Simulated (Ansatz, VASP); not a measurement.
LiF in VASP and in Ansatz

```
Li F
1.0
     0.00000    2.03500    2.03500
     2.03500    0.00000    2.03500
     2.03500    2.03500    0.00000
Li F
1 1
Direct
  0.00000 0.00000 0.00000
  0.50000 0.50000 0.50000
```

Alike in both runs: task single point; functional PBE; k mesh 6 × 6 × 6; occupations fermi-dirac, width 0.02 eV; no spin polarisation.

|  | VASP | Ansatz |
| --- | --- | --- |
| version | VASP 6.6.1 | Ansatz 0.2.0 development build |
| potentials or method | VASP PAW PBE potentials, release 64 (Li_sv, F), cutoff 520 eV | all-electron LAPW |

|  | VASP | Ansatz | Ansatz less VASP |
| --- | --- | --- | --- |
| gap on the k mesh at the Fermi level (eV) | 8.82 | 8.80 | -0.019 |

Ansatz ran all-electron here, and VASP with PAW potentials.

The k mesh is coarse, so the values compare programs but aren't converged. Noted on VASP's run: the cutoff is short for stress, so the pressure is rough.
